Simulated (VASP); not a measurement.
# SiO2 (P2_12_12_1) in VASP: single point with LDA

Aim: the single point of SiO2 with LDA.

All numbers are computed with VASP 6.6.1; they aren't measurements. Logs are shortened: lines on timing, memory, paths and dates and some standing lists are left out, and cuts for length are marked.

### Step 1. The cell of the first run

The typed cell holds 24 atoms: a = 6.932 Å, b = 6.792 Å, c = 6.932 Å, α = 90.00°, β = 90.00°, γ = 90.00°.

### Step 2. Single point, LDA (13.60 Å³/atom)

Contents of INCAR:

```
SYSTEM = SiO2
PREC = Accurate ; ENCUT = 520
EDIFF = 1E-6 ; ISMEAR = 0
SIGMA = 0.02 ; LREAL = Auto
LASPH = .True. ; NELM = 100
ALGO = Normal ; ISIF = 2
LWAVE = .False. ; LCHARG = .False.
GGA = CA ; NBANDS = 82
```

Contents of KPOINTS:

```
regular mesh
0
Gamma
  4 4 4
  0 0 0
```

Contents of POSCAR:

```
SiO2
1.0
    6.9321324137      0.0000000000      0.0000000000
    0.0000000000      6.7916919865      0.0000000000
    0.0000000000      0.0000000000      6.9321569387
Si O
8 16
Direct
    0.5001326398      0.5000681165      0.4411044345
   -0.0001326398      0.4999318835      0.9411044345
    0.4998673602      1.0000681165      0.0588955655
    1.0001326398     -0.0000681165      0.5588955655
    0.6911182127      0.7501244471      0.7499624837
    0.8088817873      0.2498755529      0.2499624837
    0.3088817873      0.2501244471      0.7500375163
    0.1911182127      0.7498755529      0.2500375163
    0.5567831966      0.6877031700      0.5710435721
    0.9432168034      0.3122968300      0.0710435721
    0.4432168034      0.1877031700      0.9289564279
    0.0567831966      0.8122968300      0.4289564279
    0.1789460560      0.0625301570      0.6932658527
    0.3210539440      0.9374698430      0.1932658527
    0.8210539440      0.5625301570      0.8067341473
    0.6789460560      0.4374698430      0.3067341473
    0.0565322369      0.6873211663      0.0713516586
    0.4434677631      0.3126788337      0.5713516586
    0.9434677631      0.1873211663      0.4286483414
    0.5565322369      0.8126788337      0.9286483414
    0.6786274682      0.0624377280      0.1934206155
    0.8213725318      0.9375622720      0.6934206155
    0.3213725318      0.5624377280      0.3065793845
    0.1786274682      0.4375622720      0.8065793845
```

Potentials or basis: VASP PAW LDA potentials, release 64 (Si, O).

On the command line:

```console
$ cat potpaw_LDA.64/Si/POTCAR potpaw_LDA.64/O/POTCAR > POTCAR
$ mpirun -np 1 vasp_std > vasp.out
```

OUTCAR:

```text
SYSTEM = SiO2
   PREC = Accurate
   ENCUT = 520
   EDIFF = 1E-6
   ISMEAR = 0
   LREAL = Auto
   LASPH = .True.
   NELM = 100
   ISIF = 2
   GGA = CA

 ion  position               nearest neighbor table
   1  0.500  0.500  0.441-  23 1.61  16 1.61  18 1.61   9 1.61   5 3.04   8 3.04   6 3.04   7 3.04

   2  1.000  0.500  0.941-  24 1.61  15 1.61  17 1.61  10 1.61   6 3.04   7 3.04   5 3.04   8 3.04

   3  0.500  0.000  0.059-  21 1.61  14 1.61  20 1.61  11 1.61   7 3.04   6 3.04   8 3.04   5 3.04
[... 13 lines left out ...]
  11  0.443  0.188  0.929-   7 1.61   3 1.61
  12  0.057  0.812  0.429-   8 1.61   4 1.61
  13  0.179  0.063  0.693-   4 1.61   7 1.61
  14  0.321  0.937  0.193-   3 1.61   8 1.61
[... 8 lines left out ...]
  23  0.321  0.562  0.307-   1 1.61   8 1.61
  24  0.179  0.438  0.807-   2 1.61   7 1.61

  LATTYP: Found a simple tetragonal cell.
 ALAT       =     6.9321324137
 C/A-ratio  =     0.9797406600

  Lattice vectors:

 A1 = (  -6.9321324137,   0.0000000000,   0.0000000000)
 A2 = (   0.0000000000,   0.0000000000,   6.9321569387)
 A3 = (   0.0000000000,   6.7916919865,   0.0000000000)

Analysis of symmetry for initial positions (statically):
=====================================================================
 Subroutine PRICEL returns:
 Original cell was already a primitive cell.

 Routine SETGRP: Setting up the symmetry group for a
 simple tetragonal supercell.

 Subroutine GETGRP returns: Found  4 space group operations
 (whereof  1 operations were pure point group operations)
 out of a pool of 16 trial point group operations.

The static configuration has the point symmetry C_1 .
 The point group associated with its full space group is D_2 .

Analysis of symmetry for dynamics (positions and initial velocities):
=====================================================================
 Subroutine PRICEL returns:
 Original cell was already a primitive cell.

 Routine SETGRP: Setting up the symmetry group for a
 simple tetragonal supercell.

 Subroutine GETGRP returns: Found  4 space group operations
 (whereof  1 operations were pure point group operations)
 out of a pool of 16 trial point group operations.

The dynamic configuration has the point symmetry C_1 .
 The point group associated with its full space group is D_2 .

 Subroutine INISYM returns: Found  4 space group operations
 (whereof  1 operations are pure point group operations),
 and found     1 'primitive' translations

----------------------------------------------------------------------------------------

                                     Primitive cell

[... 142 lines left out ...]
   POTIM  = 0.5000    time-step for ionic-motion
   TEBEG  =    0.0;   TEEND  =   0.0 temperature during run
   PSTRESS=    0.0 pullay stress
   NELECT =     128.0000    total number of electrons
   NUPDOWN=      -1.0000    fix difference up-down
   EMIN   =  10.00;   EMAX   =-10.00  energy-range for DOS
   EFERMI =   0.00;   METHOD = LEGACY
   ISMEAR =     0;   SIGMA  =   0.02  broadening in eV -4-tet -1-fermi 0-gaus
   EFERMI_NEDOS =   21; number of points for ismear=-14 and -15
   IALGO  =     38    algorithm
   IMIX   =      4    mixing-type and parameters
     AMIX     =   0.40;   BMIX     =  1.00
     AMIX_MAG =   1.60;   BMIX_MAG =  1.00
  volume/ion in A,a.u.               =      13.60        91.77
  Fermi-wavevector in a.u.,A,eV,Ry     =   1.198323  2.264501 19.537654  1.435977
  Thomas-Fermi vector in A             =   2.334215
   LORBIT       =      0    0 simple, 1 ext, 2 COOP (PROOUT), +10 PAW based schemes
   GGA     = CA    functional components
   LHFCALC =     F    Hartree Fock is set to
   AEXX    =    0.0000 exact exchange contribution
   IVDW    =     0    specifies the selected vdW correction
   LEPSILON=     F    determine dielectric tensor
   LRPA    =     F    only Hartree local field effects (RPA)
 non-spin polarized calculation
 Gauss-broadening in eV      SIGMA  =   0.02
  energy-cutoff  :      520.00
  volume of cell :      326.37
 maximum number of plane-waves:      8810
 NGX is ok and might be reduce to    54
   NGX = 25   NGY = 25   NGZ = 25

 number of electron     128.0000023 magnetization

 Free energy of the ion-electron system (eV)
  ---------------------------------------------------
  ext. energy  EPLUGINS =         0.00000000
  ---------------------------------------------------
  free energy    TOTEN  =      -207.47703931 eV

  energy without entropy =     -207.47703931  energy(sigma->0) =     -207.47703931

 E-fermi :   0.4173     XC(G=0):  -9.2993

 val. band max:        0.2425099979   @ k =   0.0000   0.0000   0.0000
 cond. band min:       5.8488127611   @ k =   0.0000   0.0000   0.0000
 fundamental gap:      5.6063027632
 Fermi energy:         0.4172976420

 k-point     1 :       0.0000    0.0000    0.0000
  band No.  band energies     occupation
      1     -19.0558      2.00000
      2     -18.0918      2.00000
      3     -18.0914      2.00000
      4     -18.0602      2.00000
      5     -18.0593      2.00000
      6     -18.0291      2.00000
[... 1885 lines left out ...]
     75       9.6859      0.00000
     76       9.6859      0.00000

 [... further k-points ...]

 [bands above 76 left out]

------------------------ aborting loop because EDIFF is reached ----------------------------------------

  FORCE on cell =-STRESS in cart. coord.  units (eV):
  Direction    XX          YY          ZZ          XY          YZ          ZX
  --------------------------------------------------------------------------------------
  -------------------------------------------------------------------------------------
  Total        2.2111506      2.0596185      2.1897518      0.0000000      0.0000000      0.0000000
  in kB       10.8546467     10.1107680     10.7495987      0.0000000      0.0000000      0.0000000
  external PRESSURE =      10.5716711 kB  Pullay stress =       0.0000000 kB

 VOLUME and BASIS-vectors are now :
 -----------------------------------------------------------------------------
  energy-cutoff  :      520.00
  volume of cell :      326.37
      direct lattice vectors                 reciprocal lattice vectors
     6.932132414  0.000000000  0.000000000     0.144255756  0.000000000  0.000000000
     0.000000000  6.791691987  0.000000000     0.000000000  0.147238715  0.000000000
     0.000000000  0.000000000  6.932156939     0.000000000  0.000000000  0.144255245

 POSITION                                       TOTAL-FORCE (eV/Angst)
 -----------------------------------------------------------------------------------
      3.46699      3.39631      3.05781         0.004668      0.000037     -0.030614
      6.93121      3.39538      6.52388        -0.004668     -0.000037     -0.030614
      3.46515      0.00046      0.40827        -0.004668      0.000037      0.030614
      0.00092      6.79123      3.87435         0.004668     -0.000037      0.030614
      4.79092      5.09461      5.19886        -0.032178     -0.000777      0.001605
      5.60728      1.69708      1.73278         0.032178      0.000777      0.001605
[... 16 lines left out ...]
      2.22780      3.81990      2.12526        -0.019845     -0.032056     -0.023941
      1.23827      2.97179      5.59133         0.019845      0.032056     -0.023941
 -----------------------------------------------------------------------------------
    total drift:                                0.000000      0.000000     -0.000000

  FREE ENERGIE OF THE ION-ELECTRON SYSTEM (eV)
  ---------------------------------------------------
  free  energy   TOTEN  =      -207.4770393096 eV

  energy  without entropy=     -207.4770393096  energy(sigma->0) =     -207.47703931
```

stdout:

```text
POSCAR found type information on POSCAR SiO
 POSCAR found :  2 types and      24 ions
 scaLAPACK will be used
 LDA part: xc-table for (Slater(with rela. corr.)+CA(PZ))
 , standard interpolation
 POSCAR, INCAR and KPOINTS ok, starting setup
 FFT: planning ... GRIDC
 FFT: planning ... GRID_SOFT
 FFT: planning ... GRID
 WAVECAR not read
 entering main loop
```

It took 12 min on 1 thread of Intel Xeon Platinum 8488C (Sapphire Rapids), shared host; peak memory 0.57 GiB.

What came out:

- Free energy: -207.4770 eV
- Pressure: 1.1 GPa
- Largest force: 0.045 eV/Å
- Band gap on the k mesh: 5.61 eV

Forces in eV/Å, atoms in the order of the input:
```
Si   0.005  0.000 -0.031
Si  -0.005  0.000 -0.031
Si  -0.005  0.000  0.031
Si   0.005  0.000  0.031
Si  -0.032 -0.001  0.002
Si   0.032  0.001  0.002
Si   0.032 -0.001 -0.002
Si  -0.032  0.001 -0.002
O   -0.019  0.028 -0.014
O    0.019 -0.028 -0.014
O    0.019  0.028  0.014
O   -0.019 -0.028  0.014
O    0.018 -0.032  0.022
O   -0.018  0.032  0.022
O   -0.018 -0.032 -0.022
O    0.018  0.032 -0.022
O   -0.018  0.031 -0.012
O    0.018 -0.031 -0.012
O    0.018  0.031  0.012
O   -0.018 -0.031  0.012
O    0.020 -0.032  0.024
O   -0.020  0.032  0.024
O   -0.020 -0.032 -0.024
O    0.020  0.032 -0.024
```

A k mesh can miss the band edges.
